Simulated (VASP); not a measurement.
A run of VASP 6.6.1:

Contents of INCAR:

```
SYSTEM = BaTiO3
  ALGO = Normal
  EDIFF = 1E-7
  ENCUT = 520
  GGA = PS
  ISIF = 2
  ISMEAR = -1
  LASPH = .TRUE.
  LCHARG = .FALSE.
  LDAU = .TRUE.
  LDAUJ = 0 0 0
  LDAUL = -1 2 -1
  LDAUPRINT = 1
  LDAUTYPE = 2
  LDAUU = 0 5 0
  LMAXMIX = 4
  LREAL = .FALSE.
  LWAVE = .FALSE.
  NBANDS = 28
  NELM = 150
  PREC = Accurate
  SIGMA = 0.05
```

File KPOINTS:

```
k-points
0
G
  7 7 7
  0 0 0
```

The input POSCAR:

```
BaTiO3
1.0
    2.8162488102      1.6259620087      2.2994732895
   -2.8162488102      1.6259620087      2.2994732895
    0.0000000000     -3.2519240174      2.2994732894
Ba Ti O
1 1 3
Direct
    0.0038098329      0.0038098329      0.0038098329
    0.5037655347      0.5037655347      0.5037655347
    0.5038650937      0.0038944449      0.5038650937
    0.0038944449      0.5038650937      0.5038650937
    0.5038650937      0.5038650937      0.0038944449
```

Potentials or basis: VASP PAW PBE potentials, release 64 (Ba_sv, Ti_sv, O).

Launch:

```bash
$ cat potpaw_PBE.64/Ba_sv/POTCAR potpaw_PBE.64/Ti_sv/POTCAR potpaw_PBE.64/O/POTCAR > POTCAR
$ mpirun -np 1 vasp_std > vasp.out
```

Hardware: 1 thread of Intel(R) Xeon(R) 6975P-C (Granite Rapids), with other jobs on the host.

Problem. How long does it take, and how much memory?

Solution. Run time: 50 s on 1 thread of Intel(R) Xeon(R) 6975P-C (Granite Rapids), on a shared host, peak memory 0.22 GiB. Counts: scf iterations 17, k points 44.
